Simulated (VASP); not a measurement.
# Si16Ge (a cell with a defect) in VASP: a series of runs

Runs on Si16Ge (a cell with a defect). Level: PBE+D3(BJ). Tasks: single point.

Everything below comes from runs of VASP 6.6.1. Logs are shortened: lines on timing, memory, paths and dates and some standing lists are left out, and cuts for length are marked.

## Step 1: The cell of the first run

The cell holds a defect, 17 atoms: a = 7.679 Å, b = 7.679 Å, c = 7.679 Å, α = 60.00°, β = 60.00°, γ = 60.00°.

## Step 2: Single point, PBE+D3(BJ)

Contents of INCAR:

```
PREC = Accurate
ENCUT = 520
EDIFF = 1E-6
ISMEAR = 0
SIGMA = 0.05
LREAL = Auto
LASPH = T
NELM = 80
ALGO = Normal
ISIF = 2
LWAVE = F
LCHARG = F
GGA = PE
IVDW = 12
NBANDS = 53
```

Contents of KPOINTS:

```
Automatic mesh
0
Gamma
  2 2 2
```

Contents of POSCAR:

```
Si16Ge
1.0
    0.0000000000      5.4300000000      5.4300000000
    5.4300000000      0.0000000000      5.4300000000
    5.4300000000      5.4300000000      0.0000000000
Si Ge
16 1
Direct
   -0.0108619705      0.0335971455     -0.0119800184
    0.1294156538      0.1285605893      0.1281023941
    0.0093360958     -0.0087981584      0.4992637201
    0.1289153775      0.1295094843      0.6125516575
    0.0095941989      0.5085492634      0.0078709945
    0.1110552486      0.6675208103      0.1102959484
    0.0085060773      0.5095823204      0.4732362799
    0.1437800184      0.6203628913      0.6175450276
    0.5004961326     -0.0094158379      0.0083550645
    0.6138120626      0.1286371087      0.1280630755
    0.5000923573     -0.0087496317      0.4992227440
    0.6359151013      0.0931403315      0.6349250460
    0.4739118785      0.5086196133      0.0077833333
    0.6187052486      0.6197558932      0.1427413444
    0.5115013812      0.4663402394      0.5105767035
    0.6181979742      0.6204169429      0.6175138122
    0.8568389503      0.4299264273      0.8563347145
```

Potentials or basis: VASP PAW PBE potentials, release 64 (Si, Ge_d).

Command:

```bash
$ cat potpaw_PBE.64/Si/POTCAR potpaw_PBE.64/Ge_d/POTCAR > POTCAR
$ mpirun -np 1 vasp_std > vasp.out
```

OUTCAR:

```text
PREC = Accurate
   ENCUT = 520
   EDIFF = 1E-6
   ISMEAR = 0
   LREAL = Auto
   LASPH = T
   NELM = 80
   ISIF = 2
   GGA = PE
   IVDW = 12
 IVDW          = 12

 ion  position               nearest neighbor table
   1  0.989  0.034  0.988-   6 2.30  10 2.36   2 2.36   4 2.36  17 2.48
   2  0.129  0.129  0.128-   9 2.33   3 2.33   1 2.36   5 2.38  17 2.96
   3  0.009  0.991  0.499-   8 2.33   2 2.33   4 2.33  12 2.35
   4  0.129  0.130  0.613-  11 2.33   3 2.33   1 2.36   7 2.38  17 2.96
   5  0.010  0.509  0.008-   6 2.29   2 2.38  17 2.42   8 2.45  14 2.45
   6  0.111  0.668  0.110-   7 2.29  13 2.29   5 2.29   1 2.30
   7  0.009  0.510  0.473-   6 2.29   4 2.38  17 2.42  16 2.45   8 2.45
   8  0.144  0.620  0.618-  15 2.32   3 2.33   5 2.45   7 2.45  17 2.62
   9  0.500  0.991  0.008-  14 2.33  10 2.33   2 2.33  12 2.35
  10  0.614  0.129  0.128-   9 2.33  11 2.33   1 2.36  13 2.38  17 2.96
  11  0.500  0.991  0.499-  16 2.33  10 2.33   4 2.33  12 2.35
  12  0.636  0.093  0.635-  15 2.34   9 2.35  11 2.35   3 2.35
  13  0.474  0.509  0.008-   6 2.29  10 2.38  17 2.42  16 2.45  14 2.45
  14  0.619  0.620  0.143-  15 2.32   9 2.33   5 2.45  13 2.45  17 2.61
  15  0.512  0.466  0.511-  16 2.32   8 2.32  14 2.32  12 2.34
  16  0.618  0.620  0.618-  15 2.32  11 2.33  13 2.45   7 2.45  17 2.62
  17  0.857  0.430  0.856-   5 2.42  13 2.42   7 2.42   1 2.48  14 2.61   8 2.62  16 2.62   4 2.96
                            10 2.96   2 2.96

  LATTYP: Found a face centered cubic cell.
 ALAT       =    10.8600000000

  Lattice vectors:

 A1 = (   0.0000000000,   5.4300000000,   5.4300000000)
 A2 = (   5.4300000000,   0.0000000000,   5.4300000000)
 A3 = (   5.4300000000,   5.4300000000,   0.0000000000)

Analysis of symmetry for initial positions (statically):
=====================================================================
 Subroutine PRICEL returns:
 Original cell was already a primitive cell.

 Routine SETGRP: Setting up the symmetry group for a
 face centered cubic supercell.

 Subroutine GETGRP returns: Found  1 space group operations
 (whereof  1 operations were pure point group operations)
 out of a pool of 48 trial point group operations.

The static configuration has the point symmetry C_1 .

Analysis of symmetry for dynamics (positions and initial velocities):
=====================================================================
 Subroutine PRICEL returns:
 Original cell was already a primitive cell.

 Routine SETGRP: Setting up the symmetry group for a
 face centered cubic supercell.

 Subroutine GETGRP returns: Found  1 space group operations
[... 123 lines left out ...]
   ISYM   =      2    0-nonsym 1-usesym 2-fastsym
   POTIM  = 0.5000    time-step for ionic-motion
   TEBEG  =    0.0;   TEEND  =   0.0 temperature during run
   PSTRESS=    0.0 pullay stress
   NELECT =      78.0000    total number of electrons
   NUPDOWN=      -1.0000    fix difference up-down
   EMIN   =  10.00;   EMAX   =-10.00  energy-range for DOS
   EFERMI =   0.00;   METHOD = LEGACY
   ISMEAR =     0;   SIGMA  =   0.05  broadening in eV -4-tet -1-fermi 0-gaus
   EFERMI_NEDOS =   21; number of points for ismear=-14 and -15
   IALGO  =     38    algorithm
   IMIX   =      4    mixing-type and parameters
     AMIX     =   0.40;   BMIX     =  1.00
     AMIX_MAG =   1.60;   BMIX_MAG =  1.00
  volume/ion in A,a.u.               =      18.84       127.11
  Fermi-wavevector in a.u.,A,eV,Ry     =   1.022421  1.932096 14.222785  1.045345
  Thomas-Fermi vector in A             =   2.156100
   LORBIT       =      0    0 simple, 1 ext, 2 COOP (PROOUT), +10 PAW based schemes
   GGA     = PE    functional components
   LHFCALC =     F    Hartree Fock is set to
   AEXX    =    0.0000 exact exchange contribution
   IVDW    =    12    specifies the selected vdW correction
   LEPSILON=     F    determine dielectric tensor
   LRPA    =     F    only Hartree local field effects (RPA)
 non-spin polarized calculation
 Gauss-broadening in eV      SIGMA  =   0.05
  energy-cutoff  :      520.00
  volume of cell :      320.21
 maximum number of plane-waves:      8646
 NGX is ok and might be reduce to    60
   NGX = 29   NGY = 29   NGZ = 29

 number of electron      78.0000002 magnetization

 Free energy of the ion-electron system (eV)
  ---------------------------------------------------
  ext. energy  EPLUGINS =         0.00000000
  ---------------------------------------------------
  free energy    TOTEN  =       -86.55008269 eV

  energy without entropy =      -86.53771982  energy(sigma->0) =      -86.54390125

 E-fermi :   6.9288     XC(G=0):  -9.7580

 val. band max:        6.7516080059   @ k =   0.0000   0.0000   0.0000
 cond. band min:       6.9564389725   @ k =   0.0000   0.0000   0.0000
 fundamental gap:      0.2048309666
 Fermi energy:         6.9288059315

 k-point     1 :       0.0000    0.0000    0.0000
  band No.  band energies     occupation
      1     -18.2214      2.00000
      2     -18.2179      2.00000
      3     -18.2177      2.00000
      4     -18.2038      2.00000
      5     -18.2032      2.00000
      6      -6.4820      2.00000
[... 421 lines left out ...]
     50      10.3304      0.00000
     51      10.4485      0.00000
 [bands above 51 left out]

------------------------ aborting loop because EDIFF is reached ----------------------------------------

 Edisp (eV)   -5.66669

 E8    (eV) :    -2.3553

  FORCE on cell =-STRESS in cart. coord.  units (eV):
  Direction    XX          YY          ZZ          XY          YZ          ZX
  --------------------------------------------------------------------------------------
  -------------------------------------------------------------------------------------
  Total       6.74866     6.70146     6.70278     0.67957     0.67504    -0.68095
  in kB      33.76748    33.53130    33.53792     3.40028     3.37762    -3.40719
  external pressure =       33.61 kB  Pullay stress =        0.00 kB

 VOLUME and BASIS-vectors are now :
 -----------------------------------------------------------------------------
  energy-cutoff  :      520.00
  volume of cell :      320.21
      direct lattice vectors                 reciprocal lattice vectors
     0.000000000  5.430000000  5.430000000    -0.092081031  0.092081031  0.092081031
     5.430000000  0.000000000  5.430000000     0.092081031 -0.092081031  0.092081031
     5.430000000  5.430000000  0.000000000     0.092081031  0.092081031 -0.092081031

 POSITION                                       TOTAL-FORCE (eV/Angst)
 -----------------------------------------------------------------------------------
      5.54738     10.73597      5.55345        -0.089676      0.090947     -0.089736
      1.39368      1.39832      1.40081        -0.010320     -0.022576     -0.007859
      8.09323      2.76170      5.43292         0.033000     -0.032601      0.019466
      4.02939      4.02617      1.40325         0.019735      0.010155     -0.010597
      2.80416      0.09484      2.81352        -0.008998     -0.080974     -0.018844
      4.22354      1.20194      4.22767        -0.060946      0.061386     -0.061617
[... 9 lines left out ...]
      6.72196      6.70992      6.72568         0.035362     -0.014729      0.038927
      6.98440      9.30253      6.98714        -0.196259      0.194027     -0.193429
 -----------------------------------------------------------------------------------
    total drift:                                0.004402      0.004689     -0.005306

  FREE ENERGIE OF THE ION-ELECTRON SYSTEM (eV)
  ---------------------------------------------------
  free  energy   TOTEN  =       -92.2167733725 eV

  energy  without entropy=      -92.2044105009  energy(sigma->0) =      -92.21059194
```

OSZICAR:

```text
N       E                     dE             d eps       ncg     rms          rms(c)
DAV:   1     0.400389559719E+03    0.40039E+03   -0.30150E+04  1040   0.160E+03
DAV:   2    -0.241827614770E+02   -0.42457E+03   -0.39479E+03   962   0.396E+02
DAV:   3    -0.847180025403E+02   -0.60535E+02   -0.57877E+02  1040   0.101E+02
DAV:   4    -0.880182084954E+02   -0.33002E+01   -0.32225E+01  1088   0.272E+01
DAV:   5    -0.881170061211E+02   -0.98798E-01   -0.98549E-01  1056   0.463E+00    0.144E+01
DAV:   6    -0.870148178585E+02    0.11022E+01   -0.69622E-01  1024   0.294E+00    0.869E+00
DAV:   7    -0.865456422722E+02    0.46918E+00   -0.12410E+00  1008   0.344E+00    0.635E-01
DAV:   8    -0.865477247733E+02   -0.20825E-02   -0.93762E-02  1024   0.141E+00    0.356E-01
DAV:   9    -0.865493631140E+02   -0.16383E-02   -0.56287E-03  1104   0.297E-01    0.207E-01
DAV:  10    -0.865498682585E+02   -0.50514E-03   -0.58502E-04   968   0.922E-02    0.857E-02
DAV:  11    -0.865500738944E+02   -0.20564E-03   -0.24845E-04   968   0.585E-02    0.185E-02
DAV:  12    -0.865500804454E+02   -0.65510E-05   -0.16265E-05  1080   0.151E-02    0.104E-02
DAV:  13    -0.865500827216E+02   -0.22762E-05   -0.64183E-06   968   0.934E-03    0.447E-03
DAV:  14    -0.865500826893E+02    0.32294E-07   -0.19369E-07   608   0.275E-03
   1 F= -.92216773E+02 E0= -.92210592E+02  d E =-.123629E-01
```

Wall time 2.2 min (1 thread of Intel Xeon 6975P-C (Granite Rapids), shared host); peak memory 0.48 GiB.

Results:

| Property | Result |
| --- | --- |
| Free energy | -92.2168 eV |
| Pressure | 3.4 GPa |
| Largest force | 0.337 eV/Å |
| Band gap on the k mesh | zero (bands 39 and 40 overlap by 0.21 eV) |
| Dispersion energy per atom | -0.333 eV |

Forces in eV/Å, atoms in the order of the input:
```
Si  -0.090  0.091 -0.090
Si  -0.010 -0.023 -0.008
Si   0.033 -0.033  0.019
Si   0.020  0.010 -0.011
Si  -0.009 -0.081 -0.019
Si  -0.061  0.061 -0.062
Si   0.074  0.016 -0.014
Si   0.036 -0.040  0.014
Si   0.018 -0.034  0.033
Si  -0.011  0.008  0.022
Si   0.033 -0.020  0.032
Si   0.062 -0.062  0.063
Si  -0.008  0.019  0.080
Si   0.018 -0.039  0.040
Si   0.055 -0.053  0.053
Si   0.035 -0.015  0.039
Ge  -0.196  0.194 -0.193
```

Stress tensor (GPa, compression positive):
```
 3.38  0.34 -0.34
 0.34  3.35  0.34
-0.34  0.34  3.35
```

Levels at points of the mesh, in eV from the Fermi level:
```csv
k point,band 37,band 38,band 39,band 40,band 41,band 42
"(0.00, 0.00, 0.00)",-0.74,-0.74,-0.46,-0.18,-0.18,0.03
"(0.50, 0.00, 0.00)",-1.50,-1.33,-0.24,0.28,0.70,0.77
"(0.00, 0.50, 0.00)",-1.45,-1.45,-0.36,0.38,0.39,1.04
"(0.00, 0.00, 0.50)",-1.50,-1.33,-0.24,0.28,0.70,0.77
"(0.50, 0.50, 0.50)",-1.50,-1.33,-0.24,0.28,0.70,0.77
"(0.50, 0.50, 0.00)",-1.88,-1.22,0.03,0.60,1.06,1.15
"(0.00, 0.50, 0.50)",-1.89,-1.23,0.03,0.59,1.06,1.15
"(0.50, 0.00, 0.50)",-1.88,-1.22,0.03,0.60,1.06,1.15
```

Caveat: the k points lie up to 0.50 Å⁻¹ apart.

(Part 1 of 2 ends here.)
